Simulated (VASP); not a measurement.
# Ba (Im-3m) in VASP: a series of runs, part 2 of 2

VASP 6.6.1.

### 4 Single point, PBEsol (volume scaled by 0.94)

File INCAR:

```
ALGO = Fast
EDIFF = 1E-7
ENCUT = 520
GGA = PS
ISIF = 2
ISMEAR = 0
LASPH = True
LCHARG = False
LREAL = False
LWAVE = False
NBANDS = 11
NELM = 60
PREC = Accurate
SIGMA = 0.1
```

File KPOINTS:

```
k-points
0
Gamma
  12 12 12
```

File POSCAR:

```
Ba
1.0
   -2.3846320745      2.3846320745      2.3846320745
    2.3846320745     -2.3846320745      2.3846320745
    2.3846320745      2.3846320745     -2.3846320745
Ba
1
Direct
    0.0000000000      0.0000000000      0.0000000000
```

Potentials or basis: VASP PAW PBE potentials, release 64 (Ba_sv).

Launch:

```sh
$ cat potpaw_PBE.64/Ba_sv/POTCAR > POTCAR
$ mpirun -np 1 vasp_std > vasp.out
```

OUTCAR:

```text
EDIFF = 1E-7
   ENCUT = 520
   GGA = PS
   ISIF = 2
   ISMEAR = 0
   LASPH = True
   LREAL = False
   NELM = 60
   PREC = Accurate

 ion  position               nearest neighbor table
   1  0.000  0.000  0.000-

  LATTYP: Found a body centered cubic cell.
 ALAT       =     4.7692641490

  Lattice vectors:

 A1 = (  -2.3846320745,   2.3846320745,   2.3846320745)
 A2 = (   2.3846320745,  -2.3846320745,   2.3846320745)
 A3 = (   2.3846320745,   2.3846320745,  -2.3846320745)

Analysis of symmetry for initial positions (statically):
=====================================================================
 Subroutine PRICEL returns:
 Original cell was already a primitive cell.

 Routine SETGRP: Setting up the symmetry group for a
 body centered cubic supercell.

 Subroutine GETGRP returns: Found 48 space group operations
 (whereof 48 operations were pure point group operations)
 out of a pool of 48 trial point group operations.

The static configuration has the point symmetry O_h .

Analysis of symmetry for dynamics (positions and initial velocities):
=====================================================================
 Subroutine PRICEL returns:
 Original cell was already a primitive cell.

 Routine SETGRP: Setting up the symmetry group for a
 body centered cubic supercell.

 Subroutine GETGRP returns: Found 48 space group operations
 (whereof 48 operations were pure point group operations)
 out of a pool of 48 trial point group operations.

The dynamic configuration has the point symmetry O_h .

 Subroutine INISYM returns: Found 48 space group operations
 (whereof 48 operations are pure point group operations),
 and found     1 'primitive' translations

----------------------------------------------------------------------------------------

                                     Primitive cell

  volume of cell :      54.2406
[... 112 lines left out ...]
   GGA     = PS    functional components
   LHFCALC =     F    Hartree Fock is set to
   AEXX    =    0.0000 exact exchange contribution
   IVDW    =     0    specifies the selected vdW correction
   LEPSILON=     F    determine dielectric tensor
   LRPA    =     F    only Hartree local field effects (RPA)
 non-spin polarized calculation
 RMM-DIIS sequential band-by-band and
 Gauss-broadening in eV      SIGMA  =   0.10
  energy-cutoff  :      520.00
  volume of cell :       54.24
 maximum number of plane-waves:      1484
   NGX = 15   NGY = 15   NGZ = 15

 number of electron      10.0000000 magnetization

 number of electron       9.9999999 magnetization

 Free energy of the ion-electron system (eV)
  ---------------------------------------------------
  ext. energy  EPLUGINS =         0.00000000
  ---------------------------------------------------
  free energy    TOTEN  =        -2.14210765 eV

  energy without entropy =       -2.13649584  energy(sigma->0) =       -2.13930174

 E-fermi :   2.0498     XC(G=0):  -8.0103

 val. band max:        2.0374881166   @ k =   0.2500   0.2500   0.0833
 cond. band min:       2.0585316065   @ k =  -0.4167  -0.4167   0.1667
 fundamental gap:      0.0210434899
 Fermi energy:         2.0498061955

 k-point     1 :       0.0000    0.0000    0.0000
  band No.  band energies     occupation
      1     -26.5704      2.00000
      2     -11.3885      2.00000
      3     -11.3885      2.00000
      4     -11.3885      2.00000
      5      -0.7668      2.00000
      6       4.0289      0.00000
      7       4.0289      0.00000
      8       4.0289      0.00000
      9       5.6818      0.00000
     10       5.6818      0.00000
     11       9.4320      0.00000
[... 309 lines left out ...]
 k-point    24 :       0.4167    0.0833    0.0833
  band No.  band energies     occupation
      1     -26.4856      2.00000
      2     -12.0835      2.00000
      3     -11.6590      2.00000
      4     -11.4469      2.00000
      5       1.3713      2.00000
      6       2.6259      0.00000
      7       3.5968      0.00000
      8       5.8549      0.00000
      9       6.4030      0.00000
     10       8.4545      0.00000
     11       8.6423      0.00000

 [... further k-points ...]

------------------------ aborting loop because EDIFF is reached ----------------------------------------

  FORCE on cell =-STRESS in cart. coord.  units (eV):
  Direction    XX          YY          ZZ          XY          YZ          ZX
  --------------------------------------------------------------------------------------
  -------------------------------------------------------------------------------------
  Total        0.2654677      0.2654677      0.2654677      0.0000000      0.0000000      0.0000000
  in kB        7.8414816      7.8414816      7.8414816      0.0000000      0.0000000      0.0000000
  external PRESSURE =       7.8414816 kB  Pullay stress =       0.0000000 kB

 VOLUME and BASIS-vectors are now :
 -----------------------------------------------------------------------------
  energy-cutoff  :      520.00
  volume of cell :       54.24
      direct lattice vectors                 reciprocal lattice vectors
    -2.384632074  2.384632074  2.384632074     0.000000000  0.209675952  0.209675952
     2.384632074 -2.384632074  2.384632074     0.209675952  0.000000000  0.209675952
     2.384632074  2.384632074 -2.384632074     0.209675952  0.209675952  0.000000000

 POSITION                                       TOTAL-FORCE (eV/Angst)
 -----------------------------------------------------------------------------------
      0.00000      0.00000      0.00000         0.000000      0.000000      0.000000
 -----------------------------------------------------------------------------------
    total drift:                                0.000000      0.000000     -0.000000

  FREE ENERGIE OF THE ION-ELECTRON SYSTEM (eV)
  ---------------------------------------------------
  free  energy   TOTEN  =        -2.1421076458 eV

  energy  without entropy=       -2.1364958367  energy(sigma->0) =       -2.13930174
```

OSZICAR:

```text
N       E                     dE             d eps       ncg     rms          rms(c)
DAV:   1     0.511082379282E+02    0.51108E+02   -0.43743E+03  1584   0.763E+02
DAV:   2     0.170814385947E+00   -0.50937E+02   -0.49504E+02  1847   0.139E+02
DAV:   3    -0.208308785844E+01   -0.22539E+01   -0.22420E+01  1993   0.296E+01
DAV:   4    -0.214605670626E+01   -0.62969E-01   -0.62903E-01  2014   0.472E+00
DAV:   5    -0.214822383658E+01   -0.21671E-02   -0.21669E-02  2038   0.706E-01    0.197E+00
RMM:   6    -0.214400182863E+01    0.42220E-02   -0.44930E-03  1805   0.618E-01    0.117E+00
RMM:   7    -0.214181264305E+01    0.21892E-02   -0.11922E-02  2005   0.946E-01    0.473E-02
RMM:   8    -0.214206323234E+01   -0.25059E-03   -0.15570E-03  2306   0.238E-01    0.357E-02
RMM:   9    -0.214210470771E+01   -0.41475E-04   -0.26787E-04  2386   0.851E-02    0.134E-02
RMM:  10    -0.214210690240E+01   -0.21947E-05   -0.28985E-05  2464   0.303E-02    0.429E-03
RMM:  11    -0.214210727127E+01   -0.36887E-06   -0.82476E-06  2535   0.130E-02    0.336E-03
RMM:  12    -0.214210746419E+01   -0.19292E-06   -0.15784E-06  2292   0.505E-03    0.415E-03
RMM:  13    -0.214210757215E+01   -0.10796E-06   -0.35568E-07  1687   0.263E-03    0.300E-03
RMM:  14    -0.214210764582E+01   -0.73676E-07   -0.91742E-08  1383   0.158E-03
   1 F= -.21421076E+01 E0= -.21393017E+01  d E =-.561181E-02
```

It took 71 s on 1 thread of AMD EPYC 7R43 (Zen 3), shared host; peak memory 0.16 GiB.

What came out:

| Item | Value |
| --- | --- |
| Free energy | -2.1421 eV |
| Pressure | 0.8 GPa |
| Band gap on the k mesh | zero (band 5 reaches 2.73 eV, above the bottom of band 6 at 1.28 eV) |

Levels at points of the mesh, in eV from the Fermi level:
| k point | band 3 | band 4 | band 5 | band 6 | band 7 | band 8 |
| --- | --- | --- | --- | --- | --- | --- |
| (0.00, 0.00, 0.00) | -13.44 | -13.44 | -2.82 | 1.98 | 1.98 | 1.98 |
| (0.50, 0.00, 0.00) | -13.67 | -13.45 | -1.01 | 0.64 | 1.79 | 3.66 |
| (0.50, 0.50, 0.50) | -13.94 | -13.94 | -0.77 | -0.77 | 5.14 | 5.14 |

Caveat: the PAW data sets were made with another functional, which shifts forces and pressure a little; spin-orbit coupling is left out, which moves the levels of the heavy elements.

### 5 Single point, PBEsol (volume scaled by 0.97)

File INCAR:

```
SYSTEM = Ba
PREC = Accurate ; ENCUT = 520
EDIFF = 1E-7 ; ISMEAR = 0
SIGMA = 0.1 ; LREAL = .FALSE.
LASPH = .TRUE. ; NELM = 80
ALGO = Normal ; ISIF = 2
LWAVE = .FALSE. ; LCHARG = .FALSE.
GGA = PS ; NBANDS = 11
```

File KPOINTS:

```
Automatic mesh
0
G
  12 12 12
  0 0 0
```

File POSCAR:

```
Ba
1.0
   -2.4097353096      2.4097353096      2.4097353096
    2.4097353096     -2.4097353096      2.4097353096
    2.4097353096      2.4097353096     -2.4097353096
Ba
1
Direct
    0.0000000000      0.0000000000      0.0000000000
```

Potentials or basis: VASP PAW PBE potentials, release 64 (Ba_sv).

Launch:

```sh
$ cat potpaw_PBE.64/Ba_sv/POTCAR > POTCAR
$ mpirun -np 1 vasp_std > vasp.out
```

OUTCAR:

```text
SYSTEM = Ba
   PREC = Accurate
   ENCUT = 520
   EDIFF = 1E-7
   ISMEAR = 0
   LREAL = .FALSE.
   LASPH = .TRUE.
   NELM = 80
   ISIF = 2
   GGA = PS

 ion  position               nearest neighbor table
   1  0.000  0.000  0.000-

  LATTYP: Found a body centered cubic cell.
 ALAT       =     4.8194706192

  Lattice vectors:

 A1 = (  -2.4097353096,   2.4097353096,   2.4097353096)
 A2 = (   2.4097353096,  -2.4097353096,   2.4097353096)
 A3 = (   2.4097353096,   2.4097353096,  -2.4097353096)

Analysis of symmetry for initial positions (statically):
=====================================================================
 Subroutine PRICEL returns:
 Original cell was already a primitive cell.

 Routine SETGRP: Setting up the symmetry group for a
 body centered cubic supercell.

 Subroutine GETGRP returns: Found 48 space group operations
[... 9 lines left out ...]

 Routine SETGRP: Setting up the symmetry group for a
 body centered cubic supercell.

 Subroutine GETGRP returns: Found 48 space group operations
[... 11 lines left out ...]
                                     Primitive cell

  volume of cell :      55.9716

  direct lattice vectors                    reciprocal lattice vectors
    -2.409735310  2.409735310  2.409735310     0.000000000  0.207491668  0.207491668
     2.409735310 -2.409735310  2.409735310     0.207491668  0.000000000  0.207491668
     2.409735310  2.409735310 -2.409735310     0.207491668  0.207491668  0.000000000

  length of vectors
     4.173783989  4.173783989  4.173783989     0.293437532  0.293437532  0.293437532

  position of ions in fractional coordinates (direct lattice)
     0.000000000  0.000000000  0.000000000

  ion indices of the primitive-cell ions
   primitive index   ion index
                 1           1

----------------------------------------------------------------------------------------

 KPOINTS: Automatic mesh
[... 90 lines left out ...]
  Fermi-wavevector in a.u.,A,eV,Ry     =   0.922045  1.742413 11.567226  0.850167
  Thomas-Fermi vector in A             =   2.047529
   LORBIT       =      0    0 simple, 1 ext, 2 COOP (PROOUT), +10 PAW based schemes
   GGA     = PS    functional components
   LHFCALC =     F    Hartree Fock is set to
   AEXX    =    0.0000 exact exchange contribution
   IVDW    =     0    specifies the selected vdW correction
   LEPSILON=     F    determine dielectric tensor
   LRPA    =     F    only Hartree local field effects (RPA)
 non-spin polarized calculation
 Gauss-broadening in eV      SIGMA  =   0.10
  energy-cutoff  :      520.00
  volume of cell :       55.97
 maximum number of plane-waves:      1521
   NGX = 15   NGY = 15   NGZ = 15

 number of electron      10.0000001 magnetization

 Free energy of the ion-electron system (eV)
  ---------------------------------------------------
  ext. energy  EPLUGINS =         0.00000000
  ---------------------------------------------------
  free energy    TOTEN  =        -2.14861294 eV

  energy without entropy =       -2.14256252  energy(sigma->0) =       -2.14558773

 E-fermi :   1.9366     XC(G=0):  -7.9016

 val. band max:        1.9293377815   @ k =  -0.3333   0.5000   0.1667
 cond. band min:       1.9508528165   @ k =  -0.4167  -0.4167   0.1667
 fundamental gap:      0.0215150349
 Fermi energy:         1.9366340833

 k-point     1 :       0.0000    0.0000    0.0000
  band No.  band energies     occupation
      1     -26.7291      2.00000
      2     -11.5761      2.00000
      3     -11.5761      2.00000
      4     -11.5761      2.00000
      5      -0.8753      2.00000
      6       3.8810      0.00000
      7       3.8810      0.00000
      8       3.8810      0.00000
      9       5.4858      0.00000
     10       5.4858      0.00000
     11       9.2246      0.00000
[... 309 lines left out ...]
 k-point    24 :       0.4167    0.0833    0.0833
  band No.  band energies     occupation
      1     -26.6547      2.00000
      2     -12.2077      2.00000
      3     -11.8225      2.00000
      4     -11.6284      2.00000
      5       1.2683      2.00000
      6       2.5168      0.00000
      7       3.3760      0.00000
      8       5.6375      0.00000
      9       6.1726      0.00000
     10       8.1448      0.00000
     11       8.4125      0.00000

 [... further k-points ...]

------------------------ aborting loop because EDIFF is reached ----------------------------------------

  FORCE on cell =-STRESS in cart. coord.  units (eV):
  Direction    XX          YY          ZZ          XY          YZ          ZX
  --------------------------------------------------------------------------------------
  -------------------------------------------------------------------------------------
  Total        0.1505921      0.1505921      0.1505921      0.0000000      0.0000000      0.0000000
  in kB        4.3106695      4.3106695      4.3106695      0.0000000      0.0000000      0.0000000
  external PRESSURE =       4.3106695 kB  Pullay stress =       0.0000000 kB

 VOLUME and BASIS-vectors are now :
 -----------------------------------------------------------------------------
  energy-cutoff  :      520.00
  volume of cell :       55.97
      direct lattice vectors                 reciprocal lattice vectors
    -2.409735310  2.409735310  2.409735310     0.000000000  0.207491668  0.207491668
     2.409735310 -2.409735310  2.409735310     0.207491668  0.000000000  0.207491668
     2.409735310  2.409735310 -2.409735310     0.207491668  0.207491668  0.000000000

 POSITION                                       TOTAL-FORCE (eV/Angst)
 -----------------------------------------------------------------------------------
      0.00000      0.00000      0.00000         0.000000     -0.000000      0.000000
 -----------------------------------------------------------------------------------
    total drift:                                0.000000     -0.000000     -0.000000

  FREE ENERGIE OF THE ION-ELECTRON SYSTEM (eV)
  ---------------------------------------------------
  free  energy   TOTEN  =        -2.1486129403 eV

  energy  without entropy=       -2.1425625202  energy(sigma->0) =       -2.14558773
```

OSZICAR:

```text
N       E                     dE             d eps       ncg     rms          rms(c)
DAV:   1     0.516295656011E+02    0.51630E+02   -0.43439E+03  1584   0.756E+02
DAV:   2     0.286675014711E+00   -0.51343E+02   -0.49874E+02  1905   0.139E+02
DAV:   3    -0.208936384071E+01   -0.23760E+01   -0.23641E+01  1993   0.304E+01
DAV:   4    -0.215133878598E+01   -0.61975E-01   -0.61890E-01  2034   0.444E+00
DAV:   5    -0.215329356710E+01   -0.19548E-02   -0.19546E-02  2131   0.611E-01    0.187E+00
DAV:   6    -0.215016186696E+01    0.31317E-02   -0.44495E-03  2128   0.577E-01    0.110E+00
DAV:   7    -0.214852146543E+01    0.16404E-02   -0.73269E-03  2310   0.752E-01    0.512E-02
DAV:   8    -0.214861003989E+01   -0.88574E-04   -0.11906E-04  1950   0.771E-02    0.884E-03
DAV:   9    -0.214861370372E+01   -0.36638E-05   -0.39273E-06  2103   0.134E-02    0.250E-03
DAV:  10    -0.214861309232E+01    0.61141E-06   -0.20806E-07  2087   0.284E-03    0.936E-04
DAV:  11    -0.214861293773E+01    0.15458E-06   -0.14010E-08  1202   0.799E-04    0.362E-04
DAV:  12    -0.214861294033E+01   -0.25960E-08   -0.30006E-09  1065   0.323E-04
   1 F= -.21486129E+01 E0= -.21455877E+01  d E =-.605042E-02
```

Wall time 52 s (1 thread of AMD EPYC 7R43 (Zen 3), shared host); peak memory 0.16 GiB.

What came out:

```yaml
Free_energy: -2.1486 eV
Pressure: 0.4 GPa
Band_gap_on_the_k_mesh: zero (band 5 reaches 2.57 eV, above the bottom of band 6 at 1.22 eV)
```

Caveat: the PAW data sets were made with another functional, which shifts forces and pressure a little; spin-orbit coupling is left out, which moves the levels of the heavy elements.

### 6 Summary

| task | cell | cutoff (eV) | gap on the mesh (eV) | pressure (GPa) |
| --- | --- | --- | --- | --- |
| single point | a = 4.216 Å, angles 109.5°, 1 atom | 520 | none | 0.1 |
| relaxation of cell and atoms | relaxed from a = 4.216 Å, angles 109.5°, 1 atom | 600 | none | 0.0 |
| single point | a = 4.130 Å, angles 109.5°, 1 atom | 520 | none | 0.8 |
| single point | a = 4.174 Å, angles 109.5°, 1 atom | 520 | none | 0.4 |

Alike in all rows: level PBEsol; potentials or basis VASP PAW PBE potentials, release 64 (Ba_sv); no spin polarisation; k mesh 12 × 12 × 12; smearing gaussian 0.1 eV.

Caveats: the PAW data sets were made with another functional, which shifts forces and pressure a little; spin-orbit coupling is left out, which moves the levels of the heavy elements.

Absolute energies hang on the potentials; compare differences alone.
